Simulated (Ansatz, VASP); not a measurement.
# Mg3Te2 in VASP and in Ansatz

```
Mg Te
1.0
     5.65491    0.00000    0.00000
    -2.82746    4.89730    0.00000
     0.00000    0.00000    6.49528
Mg Te
3 2
Cartesian
  2.8275 0.0000 3.2476
  -1.4137 2.4486 3.2476
  1.4137 2.4486 3.2476
  0.0000 0.0000 1.6008
  0.0000 0.0000 4.8945
```

Alike in both runs: functional PBE; k mesh 6 × 6 × 2; occupations gaussian, width 0.1 eV; no spin polarisation.

Ansatz relaxed the structure, and its values are those at the end. VASP's run is a single point on that final structure, the one shown.

|  | VASP | Ansatz |
| --- | --- | --- |
| version | VASP 6.6.1 | Ansatz 0.2.0 |
| potentials or method | VASP PAW PBE potentials, release 64 (Mg, Te), cutoff 520 eV | scalar-relativistic, plane waves, PAW |
| valence electrons in the cell | 18 | 62 |

```tsv
	VASP	Ansatz	Ansatz less VASP
gap on the k mesh at the Fermi level (eV)	none	none	-
pressure (GPa)	-0.1	0.0	+0.04
```

A gap of «none» marks a metal or a gap that the smearing closes. VASP's potentials hold 18 valence electrons a cell and Ansatz's 62, so a difference there can come from the potentials and not from the codes.

The k mesh is coarse, so the values compare programs but aren't converged. Neither program's run includes spin-orbit coupling.
